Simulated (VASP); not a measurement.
# LiCl (a cell with a defect) in VASP: further runs

LiCl (a cell with a defect) is run at these levels: PBEsol; tasks: single point.

Program: VASP 6.6.1. These are calculated values, not measurements. Logs are shortened: lines on timing, memory, paths and dates and some standing lists are left out, and cuts for length are marked.

## Step 1: The cell of the first run

The cell holds a defect, 62 atoms: a = 10.133 Å, b = 10.133 Å, c = 10.133 Å, α = 90.00°, β = 90.00°, γ = 90.00°.

## Step 2: Single point, PBEsol

INCAR reads:

```
SYSTEM = LiCl
  ALGO = Normal
  EDIFF = 1E-6
  ENCUT = 520
  GGA = PS
  ISIF = 2
  ISMEAR = -1
  ISYM = 0
  LASPH = .True.
  LCHARG = .False.
  LREAL = Auto
  LWAVE = .False.
  NBANDS = 192
  NELM = 60
  PREC = Accurate
  SIGMA = 0.05
```

KPOINTS reads:

```
Automatic mesh
0
Gamma
  1 1 1
  0.25 0.25 0.25
```

POSCAR reads:

```
LiCl
1.0
   10.1327090000      0.0000000000      0.0000000000
    0.0000000000     10.1327090000      0.0000000000
    0.0000000000      0.0000000000     10.1327090000
Cl Li
31 31
Direct
    0.2497380000      0.0005870000      0.0000160000
    0.2464500000      0.0005690000      0.5000240000
    0.2464410000      0.5006140000      0.0000150000
    0.7524420000      0.0005960000      0.0000250000
    0.7543070000      0.0006290000      0.5000140000
    0.7543110000      0.5005890000      0.0000570000
    0.7459590000      0.5005610000      0.4999970000
    0.0025970000      0.2511610000      0.0000640000
    0.0081990000      0.2565920000      0.5000480000
    0.0026160000      0.7500270000      0.0000170000
    0.0079730000      0.7447000000      0.5000360000
    0.4998230000      0.2489550000      0.0000220000
    0.4964750000      0.2429860000      0.5000530000
    0.4997770000      0.7522320000      0.0000600000
    0.4965260000      0.7582420000      0.5000170000
    0.0025960000      0.0006380000      0.2505810000
    0.0026170000      0.0005900000      0.7494510000
    0.0081910000      0.5006040000      0.2560380000
    0.0079790000      0.5005960000      0.7441260000
    0.4998230000      0.0005830000      0.2483840000
    0.4997910000      0.0005930000      0.7516600000
    0.4964740000      0.5006090000      0.2424340000
    0.4965210000      0.5005890000      0.7577020000
    0.2510460000      0.2551710000      0.2546050000
    0.2509680000      0.2551740000      0.7455320000
    0.2509530000      0.7460800000      0.2546170000
    0.2509880000      0.7458930000      0.7453210000
    0.7520820000      0.2512070000      0.2506390000
    0.7520950000      0.2511460000      0.7494090000
    0.7520990000      0.7499690000      0.2505750000
    0.7520150000      0.7500210000      0.7494520000
    0.9996020000      0.0006120000      0.9999960000
    0.9975260000      0.0006310000      0.4999850000
    0.9975090000      0.5005960000      0.9999100000
    0.9716990000      0.5005560000      0.4999530000
    0.5027420000      0.0005890000      0.0000170000
    0.5046650000      0.0005900000      0.4999880000
    0.5046530000      0.5006490000      0.0000460000
    0.2527200000      0.2486450000      0.0001220000
    0.2569700000      0.2300010000      0.5000530000
    0.2526980000      0.7526070000      0.0000490000
    0.2570200000      0.7711970000      0.5000600000
    0.7494820000      0.2511160000      0.0000130000
    0.7402550000      0.2556750000      0.5000170000
    0.7494430000      0.7500770000      0.9999750000
    0.7404160000      0.7455260000      0.4999840000
    0.2527310000      0.0005780000      0.2480560000
    0.2527570000      0.0006510000      0.7520260000
    0.2569560000      0.5006130000      0.2294470000
    0.2570170000      0.5006380000      0.7706330000
    0.7494710000      0.0005850000      0.2505080000
    0.7494660000      0.0005840000      0.7494580000
    0.7403650000      0.5005690000      0.2550480000
    0.7403330000      0.5005720000      0.7449130000
    0.0005850000      0.2519300000      0.2513280000
    0.0005520000      0.2518940000      0.7487270000
    0.0005020000      0.7493360000      0.2513230000
    0.0005160000      0.7492960000      0.7487030000
    0.5018040000      0.2556720000      0.2551210000
    0.5017780000      0.2556620000      0.7450650000
    0.5017550000      0.7455320000      0.2550940000
    0.5017380000      0.7455170000      0.7449010000
```

Potentials or basis: VASP PAW PBE potentials, release 64 (Cl, Li_sv).

On the command line:

```
cat potpaw_PBE.64/Cl/POTCAR potpaw_PBE.64/Li_sv/POTCAR > POTCAR
mpirun -np 1 vasp_std > vasp.out
```

OUTCAR:

```text
SYSTEM = LiCl
   EDIFF = 1E-6
   ENCUT = 520
   GGA = PS
   ISIF = 2
   ISMEAR = -1
   ISYM = 0
   LASPH = .True.
   LREAL = Auto
   NELM = 60
   PREC = Accurate

 ion  position               nearest neighbor table
   1  0.250  0.001  0.000-  41 2.51  48 2.51  47 2.51  39 2.51  32 2.53  36 2.56
   2  0.246  0.001  0.500-  42 2.33  40 2.33  33 2.52  47 2.55  48 2.55  37 2.62
   3  0.246  0.501  0.000-  50 2.33  49 2.33  34 2.52  39 2.55  41 2.55  38 2.62
   4  0.752  0.001  0.000-  32 2.50  36 2.53  51 2.54  45 2.54  43 2.54  52 2.54
   5  0.754  0.001  0.500-  33 2.46  52 2.53  51 2.53  37 2.53  44 2.59  46 2.59
   6  0.754  0.501  0.000-  34 2.46  43 2.53  45 2.53  38 2.53  53 2.59  54 2.59
   7  0.746  0.501  0.500-  35 2.29  44 2.48  54 2.48  53 2.48  46 2.48
   8  0.003  0.251  0.000-  34 2.53  39 2.53  32 2.54  55 2.55  56 2.55  43 2.56
   9  0.008  0.257  0.500-  35 2.50  56 2.52  55 2.52  40 2.54  33 2.60
  10  0.003  0.750  0.000-  34 2.53  41 2.53  32 2.54  57 2.55  58 2.55  45 2.57
  11  0.008  0.745  0.500-  35 2.50  58 2.52  57 2.52  42 2.54  33 2.60
  12  0.500  0.249  0.000-  39 2.50  36 2.52  43 2.53  38 2.55  60 2.58  59 2.59
  13  0.496  0.243  0.500-  40 2.43  37 2.46  44 2.47  59 2.49  60 2.49
  14  0.500  0.752  0.000-  41 2.50  36 2.52  45 2.53  38 2.55  61 2.59  62 2.59
  15  0.497  0.758  0.500-  42 2.43  37 2.46  46 2.47  62 2.49  61 2.49
  16  0.003  0.001  0.251-  33 2.53  47 2.53  32 2.54  55 2.55  57 2.55  51 2.56
  17  0.003  0.001  0.749-  33 2.53  48 2.53  32 2.54  58 2.55  56 2.55  52 2.57
  18  0.008  0.501  0.256-  35 2.50  55 2.52  57 2.52  49 2.54  34 2.60
  19  0.008  0.501  0.744-  35 2.50  58 2.52  56 2.52  50 2.54  34 2.59
  20  0.500  0.001  0.248-  47 2.50  36 2.52  51 2.53  37 2.55  61 2.59  59 2.59
  21  0.500  0.001  0.752-  48 2.50  36 2.52  52 2.53  37 2.55  60 2.59  62 2.59
  22  0.496  0.501  0.242-  49 2.43  38 2.46  53 2.47  61 2.49  59 2.49
[... 23 lines left out ...]
  46  0.740  0.746  0.500-  15 2.47   7 2.48  30 2.53  31 2.53   5 2.59
  47  0.253  0.001  0.248-  20 2.50   1 2.51  16 2.53   2 2.55  26 2.58  24 2.58
  48  0.253  0.001  0.752-  21 2.50   1 2.51  17 2.53   2 2.55  25 2.58  27 2.58
  49  0.257  0.501  0.229-   3 2.33  22 2.43  24 2.50  26 2.50  18 2.54
  50  0.257  0.501  0.771-   3 2.33  23 2.43  27 2.50  25 2.50  19 2.54
  51  0.749  0.001  0.251-   5 2.53  20 2.53   4 2.54  30 2.54  28 2.54  16 2.56
  52  0.749  0.001  0.749-   5 2.53  21 2.53  29 2.54  31 2.54   4 2.54  17 2.57
  53  0.740  0.501  0.255-  22 2.47   7 2.48  28 2.53  30 2.53   6 2.59
  54  0.740  0.501  0.745-  23 2.47   7 2.48  29 2.53  31 2.53   6 2.59
  55  0.001  0.252  0.251-  28 2.52  18 2.52   9 2.52  24 2.54   8 2.55  16 2.55
  56  0.001  0.252  0.749-  29 2.52   9 2.52  19 2.52  25 2.54  17 2.55   8 2.55
  57  0.001  0.749  0.251-  30 2.52  11 2.52  18 2.52  26 2.54  16 2.55  10 2.55
  58  0.001  0.749  0.749-  31 2.52  11 2.52  19 2.52  27 2.54  17 2.55  10 2.55
  59  0.502  0.256  0.255-  13 2.49  22 2.49  28 2.54  24 2.54  20 2.59  12 2.59
  60  0.502  0.256  0.745-  23 2.49  13 2.49  29 2.54  25 2.54  12 2.58  21 2.59
  61  0.502  0.746  0.255-  22 2.49  15 2.49  30 2.54  26 2.54  14 2.59  20 2.59
  62  0.502  0.746  0.745-  15 2.49  23 2.49  31 2.54  27 2.54  21 2.59  14 2.59

IMPORTANT INFORMATION: All symmetrisations will be switched off!
NOSYMM: (Re-)initialisation of all symmetry stuff for point group C_1.

----------------------------------------------------------------------------------------

                                     Primitive cell

  volume of cell :    1040.3434

  direct lattice vectors                    reciprocal lattice vectors
    10.132709000  0.000000000  0.000000000     0.098690291  0.000000000  0.000000000
     0.000000000 10.132709000  0.000000000     0.000000000  0.098690291  0.000000000
     0.000000000  0.000000000 10.132709000     0.000000000  0.000000000  0.098690291

  length of vectors
    10.132709000 10.132709000 10.132709000     0.098690291  0.098690291  0.098690291

  position of ions in fractional coordinates (direct lattice)
     0.249738000  0.000587000  0.000016000
     0.246450000  0.000569000  0.500024000
     0.246441000  0.500614000  0.000015000
     0.752442000  0.000596000  0.000025000
     0.754307000  0.000629000  0.500014000
     0.754311000  0.500589000  0.000057000
[... 54 lines left out ...]
     0.501755000  0.745532000  0.255094000
     0.501738000  0.745517000  0.744901000

  ion indices of the primitive-cell ions
   primitive index   ion index
                 1           1
                 2           2
                 3           3
                 4           4
                 5           5
                 6           6
[... 54 lines left out ...]
                61          61
                62          62

----------------------------------------------------------------------------------------

 KPOINTS: Automatic mesh

Automatic generation of k-mesh.
 Grid dimensions read from file:
 generate k-points for:    1    1    1

 Generating k-lattice:

  Cartesian coordinates                     Fractional coordinates (reciprocal lattice)
     0.098690291  0.000000000  0.000000000     1.000000000  0.000000000  0.000000000
     0.000000000  0.098690291  0.000000000     0.000000000  1.000000000  0.000000000
     0.000000000  0.000000000  0.098690291     0.000000000  0.000000000  1.000000000

  Length of vectors
     0.098690291  0.098690291  0.098690291

  Shift w.r.t. Gamma in fractional coordinates (k-lattice)
     0.250000000  0.250000000  0.250000000

 Subroutine IBZKPT returns following result:
 ===========================================

 Found      4 irreducible k-points:

 Following reciprocal coordinates:
            Coordinates               Weight
  0.250000  0.250000  0.250000      2.000000
 -0.250000  0.250000  0.250000      2.000000
 -0.250000 -0.250000  0.250000      2.000000
  0.250000 -0.250000  0.250000      2.000000
   k-points           NKPTS =      4   k-points in BZ     NKDIM =      4   number of bands    NBANDS=    192
   number of dos      NEDOS =    301   number of ions     NIONS =     62
   total plane-waves  NPLWV = 512000
   dimension x,y,z NGX =    80 NGY =   80 NGZ =   80
   dimension x,y,z NGXF=   160 NGYF=  160 NGZF=  160
   ions per type =              31  31
   NGX,Y,Z   is equivalent  to a cutoff of  13.13, 13.13, 13.13 a.u.
   NGXF,Y,Z  is equivalent  to a cutoff of  26.25, 26.25, 26.25 a.u.
 SYSTEM =  LiCl
   PREC   = accura    normal or accurate (medium, high low for compatibility)
   ISTART =      0    job   : 0-new  1-cont  2-samecut
   ICHARG =      2    charge: 1-file 2-atom 10-const
   ISPIN  =      1    spin polarized calculation?
   LNONCOLLINEAR =      F non collinear calculations
   LSORBIT =      F    spin-orbit coupling
   LASPH  =      T    aspherical Exc in radial PAW
   ENCUT  =  520.0 eV  38.22 Ry    6.18 a.u.  18.84 18.84 18.84*2*pi/ulx,y,z
   NELM   =     60;   NELMIN=  2; NELMDL= -5     # of ELM steps
   EDIFF  = 0.1E-05   stopping-criterion for ELM
   LREAL  =      T    real-space projection
   EDIFFG = 0.1E-04   stopping-criterion for IOM
   NSW    =      0    number of steps for IOM
   IBRION =     -1    ionic relax: 0-MD 1-quasi-New 2-CG
   NFREE  =      0    steps in history (QN), initial steepest desc. (CG)
   ISIF   =      2    stress and relaxation
   ISYM   =      0    0-nonsym 1-usesym 2-fastsym
   POTIM  = 0.5000    time-step for ionic-motion
   TEBEG  =    0.0;   TEEND  =   0.0 temperature during run
   PSTRESS=    0.0 pullay stress
   NELECT =     310.0000    total number of electrons
   NUPDOWN=      -1.0000    fix difference up-down
   EMIN   =  10.00;   EMAX   =-10.00  energy-range for DOS
   EFERMI =   0.00;   METHOD = LEGACY
   ISMEAR =    -1;   SIGMA  =   0.05  broadening in eV -4-tet -1-fermi 0-gaus
   EFERMI_NEDOS =   21; number of points for ismear=-14 and -15
   IALGO  =     38    algorithm
   IMIX   =      4    mixing-type and parameters
     AMIX     =   0.40;   BMIX     =  1.00
     AMIX_MAG =   1.60;   BMIX_MAG =  1.00
  volume/ion in A,a.u.               =      16.78       113.24
  Fermi-wavevector in a.u.,A,eV,Ry     =   1.093461  2.066341 16.267890  1.195656
  Thomas-Fermi vector in A             =   2.229746
   LORBIT       =      0    0 simple, 1 ext, 2 COOP (PROOUT), +10 PAW based schemes
   GGA     = PS    functional components
   LHFCALC =     F    Hartree Fock is set to
   AEXX    =    0.0000 exact exchange contribution
   IVDW    =     0    specifies the selected vdW correction
   LEPSILON=     F    determine dielectric tensor
   LRPA    =     F    only Hartree local field effects (RPA)
 non-spin polarized calculation
  energy-cutoff  :      520.00
  volume of cell :     1040.34
 maximum number of plane-waves:     28033
 NGX is ok and might be reduce to    80
   NGX = 37   NGY = 37   NGZ = 37

 number of electron     310.0000156 magnetization

 Free energy of the ion-electron system (eV)
  ---------------------------------------------------
  ext. energy  EPLUGINS =         0.00000000
  ---------------------------------------------------
  free energy    TOTEN  =      -235.86502306 eV

  energy without entropy =     -235.86502306  energy(sigma->0) =     -235.86502306

 E-fermi :   1.9349     XC(G=0):  -8.8769

 val. band max:        0.6052379502   @ k =  -0.2500   0.2500   0.2500
 cond. band min:       6.2966611282   @ k =   0.2500  -0.2500   0.2500
 fundamental gap:      5.6914231780
 Fermi energy:         1.9348904797

 k-point     1 :       0.2500    0.2500    0.2500
  band No.  band energies     occupation
      1     -42.3056      2.00000
      2     -42.3054      2.00000
      3     -42.3052      2.00000
      4     -42.3050      2.00000
      5     -42.2988      2.00000
      6     -42.2982      2.00000
[... 669 lines left out ...]
    166       8.2838      0.00000
    167       8.4761      0.00000
 [bands above 167 left out]

------------------------ aborting loop because EDIFF is reached ----------------------------------------

  FORCE on cell =-STRESS in cart. coord.  units (eV):
  Direction    XX          YY          ZZ          XY          YZ          ZX
  --------------------------------------------------------------------------------------
  -------------------------------------------------------------------------------------
  Total       -1.0749374     -0.1196519     -0.1205457      0.0010274     -0.0042274     -0.0024834
  in kB       -1.6554538     -0.1842694     -0.1856460      0.0015823     -0.0065104     -0.0038245
  external PRESSURE =      -0.6751231 kB  Pullay stress =       0.0000000 kB

 VOLUME and BASIS-vectors are now :
 -----------------------------------------------------------------------------
  energy-cutoff  :      520.00
  volume of cell :     1040.34
      direct lattice vectors                 reciprocal lattice vectors
    10.132709000  0.000000000  0.000000000     0.098690291  0.000000000  0.000000000
     0.000000000 10.132709000  0.000000000     0.000000000  0.098690291  0.000000000
     0.000000000  0.000000000 10.132709000     0.000000000  0.000000000  0.098690291

 POSITION                                       TOTAL-FORCE (eV/Angst)
 -----------------------------------------------------------------------------------
      2.53052      0.00595      0.00016        -0.000559      0.002533      0.000210
      2.49721      0.00577      5.06660         0.001448      0.001574      0.000567
      2.49711      5.07258      0.00015         0.001294     -0.000019      0.001304
      7.62428      0.00604      0.00025         0.000228     -0.000250     -0.000358
      7.64317      0.00637      5.06650        -0.001748      0.000001     -0.000454
      7.64321      5.07232      0.00058        -0.001753     -0.000116     -0.000319
[... 54 lines left out ...]
      5.08414      7.55426      2.58479        -0.000106      0.001486     -0.002050
      5.08397      7.55411      7.54787         0.000286      0.001772      0.002602
 -----------------------------------------------------------------------------------
    total drift:                               -0.000817      0.008564     -0.001098

  FREE ENERGIE OF THE ION-ELECTRON SYSTEM (eV)
  ---------------------------------------------------
  free  energy   TOTEN  =      -235.8650230585 eV

  energy  without entropy=     -235.8650230585  energy(sigma->0) =     -235.86502306
```

Run time: 58 min. Hardware: 1 thread of Intel Xeon 8259CL, shared host; peak memory 1.2 GiB.

What came out:

* Free energy: -235.8650 eV
* Largest force: 0.016 eV/Å
* Band gap on the k mesh: 5.69 eV

Forces on the atoms (eV/Å):
```
Cl  -0.001  0.003  0.000
Cl   0.001  0.002  0.001
Cl   0.001  0.000  0.001
Cl   0.000  0.000  0.000
Cl  -0.002  0.000  0.000
Cl  -0.002  0.000  0.000
Cl  -0.016  0.001  0.000
Cl   0.000 -0.001  0.000
Cl  -0.004 -0.002  0.000
Cl   0.000  0.001  0.000
Cl  -0.003  0.000  0.000
Cl   0.000 -0.002  0.001
Cl   0.001  0.002  0.000
Cl   0.000 -0.001 -0.001
Cl   0.002 -0.003 -0.001
Cl   0.000 -0.001 -0.001
Cl   0.000  0.000  0.001
Cl  -0.005  0.000 -0.002
Cl  -0.002  0.000  0.000
Cl   0.000  0.001  0.000
Cl   0.000  0.000  0.000
Cl   0.001 -0.001  0.002
Cl   0.001 -0.001 -0.003
Cl   0.000 -0.001 -0.001
Cl   0.001  0.000 -0.001
Cl   0.001  0.000 -0.001
Cl   0.000  0.002  0.003
Cl   0.000  0.000  0.000
Cl   0.000  0.001  0.001
Cl   0.000  0.001  0.001
Cl   0.002 -0.001 -0.001
Li  -0.001  0.002  0.000
Li  -0.001  0.001  0.000
Li  -0.001  0.001  0.001
Li   0.006  0.001  0.001
Li   0.001  0.001  0.000
Li   0.004  0.001  0.000
Li   0.004 -0.001  0.000
Li   0.000 -0.002 -0.001
Li   0.000  0.003  0.000
Li   0.000  0.000  0.000
Li  -0.001 -0.006 -0.001
Li   0.000  0.003  0.000
Li   0.003 -0.002  0.000
Li  -0.001  0.000  0.000
Li   0.002  0.003  0.000
Li  -0.001  0.000  0.000
Li  -0.001 -0.001  0.000
Li   0.001 -0.001  0.004
Li   0.000 -0.002 -0.004
Li  -0.001  0.002  0.002
Li  -0.001  0.002 -0.002
Li   0.002  0.000 -0.002
Li   0.002  0.000  0.002
Li   0.001  0.001  0.001
Li   0.001  0.001 -0.001
Li   0.002 -0.001  0.002
Li   0.002 -0.001 -0.002
Li   0.000 -0.002 -0.003
Li   0.000 -0.002  0.002
Li   0.000  0.001 -0.002
Li   0.000  0.002  0.003
```

Levels at points of the mesh, in eV from the valence-band top:
```
           k point  band 153  band 154  band 155  band 156  band 157  band 158
(0.25, 0.25, 0.25)     -0.04     -0.03      0.00      5.69      6.81      6.99
```

Caveat: the cutoff is under 1.25 times the usual one of these potentials, so pressure, stress and relaxed cells hold a basis-set (Pulay) error; the PAW data sets were made with another functional, which shifts forces and pressure a little.

## Step 3: Single point, PBEsol

INCAR reads:

```
SYSTEM = LiCl
  ALGO = Normal
  EDIFF = 1E-6
  ENCUT = 650
  GGA = PS
  GGA_COMPAT = .False.
  ISIF = 2
  ISMEAR = -1
  ISYM = -1
  LASPH = .True.
  LCHARG = .False.
  LREAL = Auto
  LWAVE = .False.
  NBANDS = 192
  NELM = 120
  PREC = Accurate
  SIGMA = 0.05
```

KPOINTS reads:

```
explicit points
1
Reciprocal
  0.25000000   0.25000000   0.25000000 1
```

POSCAR is that of step 2.

Potentials or basis: VASP PAW PBE potentials, release 64 (Cl, Li_sv).

On the command line:

```
cat potpaw_PBE.64/Cl/POTCAR potpaw_PBE.64/Li_sv/POTCAR > POTCAR
mpirun -np 1 vasp_std > vasp.out
```

Wall time 9.5 min (1 thread of Intel Xeon Platinum 8259CL at 2.50GHz (Skylake/Cascade Lake), shared host); peak memory 1.1 GiB.

The run converged. Its results:

```
Free energy            : -235.8965 eV
Pressure               : -0.1 GPa
Largest force          : 0.011 eV/Å
Band gap on the k mesh : 5.69 eV
```

Forces in eV/Å, atoms in the order of the input:
```
Cl   0.000  0.000  0.000
Cl   0.006 -0.005  0.000
Cl   0.005 -0.005  0.000
Cl   0.003 -0.001  0.000
Cl  -0.006 -0.001 -0.001
Cl  -0.006  0.000  0.000
Cl  -0.011 -0.001  0.000
Cl   0.000  0.001 -0.001
Cl  -0.009  0.002  0.001
Cl   0.001  0.001  0.000
Cl  -0.009  0.004  0.000
Cl   0.000  0.001  0.000
Cl  -0.006  0.000  0.000
Cl   0.002  0.003  0.000
Cl   0.001  0.001 -0.001
Cl   0.003 -0.001 -0.001
Cl   0.003 -0.001  0.001
Cl  -0.010  0.004 -0.001
Cl  -0.009  0.004  0.001
Cl   0.002 -0.003 -0.002
Cl   0.002 -0.003  0.003
Cl  -0.004  0.003  0.003
Cl  -0.003  0.002 -0.002
Cl   0.002 -0.002  0.001
Cl   0.002  0.000  0.000
Cl   0.003 -0.002  0.000
Cl   0.003 -0.004  0.002
Cl   0.004  0.005  0.002
Cl   0.004  0.005 -0.001
Cl   0.004  0.000  0.000
Cl   0.003  0.000  0.002
Li  -0.002  0.002  0.000
Li  -0.003  0.000  0.000
Li  -0.003  0.001  0.000
Li   0.004 -0.001 -0.001
Li   0.003  0.001  0.000
Li   0.002 -0.001  0.001
Li   0.003  0.000  0.000
Li   0.002 -0.004 -0.001
Li   0.002  0.000 -0.001
Li   0.000  0.000  0.001
Li   0.001 -0.005  0.000
Li  -0.002  0.002  0.000
Li   0.003 -0.002  0.000
Li   0.000  0.000  0.000
Li   0.001  0.003  0.000
Li   0.001  0.000 -0.002
Li   0.000  0.000  0.001
Li   0.000 -0.001  0.003
Li   0.001  0.000 -0.003
Li  -0.001  0.002  0.003
Li  -0.001  0.001 -0.002
Li   0.001 -0.001 -0.003
Li   0.002 -0.001  0.003
Li   0.001  0.001  0.003
Li   0.002  0.001 -0.003
Li   0.002 -0.003  0.001
Li   0.002 -0.003 -0.002
Li   0.000 -0.002 -0.004
Li   0.000 -0.003  0.003
Li   0.000  0.004 -0.004
Li   0.000  0.003  0.004
```

Stress tensor (GPa, compression positive):
```
-0.17 -0.09 -0.09
-0.09 -0.02 -0.09
-0.09 -0.09 -0.02
```

Levels at points of the mesh, in eV from the valence-band top:
| k point | band 153 | band 154 | band 155 | band 156 | band 157 | band 158 |
| --- | --- | --- | --- | --- | --- | --- |
| (0.25, 0.25, 0.25) | -0.04 | -0.03 | 0.00 | 5.69 | 6.81 | 6.99 |

Caveat: the PAW data sets were made with another functional, which shifts forces and pressure a little.
